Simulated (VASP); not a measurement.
Set up this calculation in VASP 6.6.1, as the native input.

```
Task                   : relaxation of cell and atoms
Functional             : PBE
Potentials or basis    : VASP PAW PBE potentials, release 64 (Hf_pv, Si, N)
Cutoff                 : 600 eV
k mesh                 : 6 × 6 × 2
Occupations            : gaussian, width 0.1 eV
Spin                   : no spin polarisation
Dipole correction      : no
Further INCAR settings : ALGO = Normal; EDIFF = 1e-06; IBRION = 2; EDIFFG = -0.04; NSW = 90; ISIF = 3
```

The structure of Hf3Si2N lies in POSCAR:

```
Hf3Si2N
1.0
    4.0770667800      0.0000000000      0.0000000000
   -2.0385333900      3.5308434100      0.0000000000
    0.0000000000      0.0000000000      8.8816807100
Hf Si N
3 2 1
Direct
    0.6666666700      0.3333333300      0.5000000000
    0.0000000000      0.0000000000      0.0000000000
    0.0000000000      0.0000000000      0.5000000000
    0.3333333300      0.6666666700      0.2516720000
    0.3333333300      0.6666666700      0.7483280000
    0.6666666700      0.3333333300      0.0000000000
```

The cell was built from a structure type or drawn by symmetry, and may not be a known phase.

These files were run (other wordings do the same):

INCAR

```
SYSTEM = Hf3Si2N
  PREC = Accurate
  ENCUT = 600
  EDIFF = 1E-6
  ISMEAR = 0
  SIGMA = 0.1
  LREAL = .False.
  LASPH = .True.
  NELM = 60
  ALGO = Normal
  ISIF = 3
  LWAVE = .False.
  LCHARG = .False.
  GGA = PE
  IBRION = 2
  NSW = 90
  EDIFFG = -0.04
```

KPOINTS

```
Automatic mesh
0
Gamma
  6 6 2
  0 0 0
```

Potentials or basis: VASP PAW PBE potentials, release 64 (Hf_pv, Si, N).

Command:

```bash
$ cat potpaw_PBE.64/Hf_pv/POTCAR potpaw_PBE.64/Si/POTCAR potpaw_PBE.64/N/POTCAR > POTCAR
$ mpirun -np 1 vasp_std > vasp.out
```

It gave:

The relaxed volume is 16.17 Å³/atom. The relaxed cell is a = 4.451 Å, b = 4.451 Å, c = 5.655 Å, α = 90.00°, β = 90.00°, γ = 120.00° and the space group after relaxing (to 0.1 Å) is P-6m2 (No. 187). The energy gained by relaxing is 809.3 meV/atom. The ionic steps are 22 and the pressure after relaxing is 0.0 GPa. The band gap on the k mesh is zero (an odd number of electrons rules out a gap without spin polarisation).

Caveat: the volume moved by over 15 % at a fixed basis, so the end points are rough; spin-orbit coupling is left out, which moves the levels of the heavy elements.

Wall time 16 min on 1 thread of AMD EPYC 9R14 (Zen 4) (shared host), peak memory 0.34 GiB.
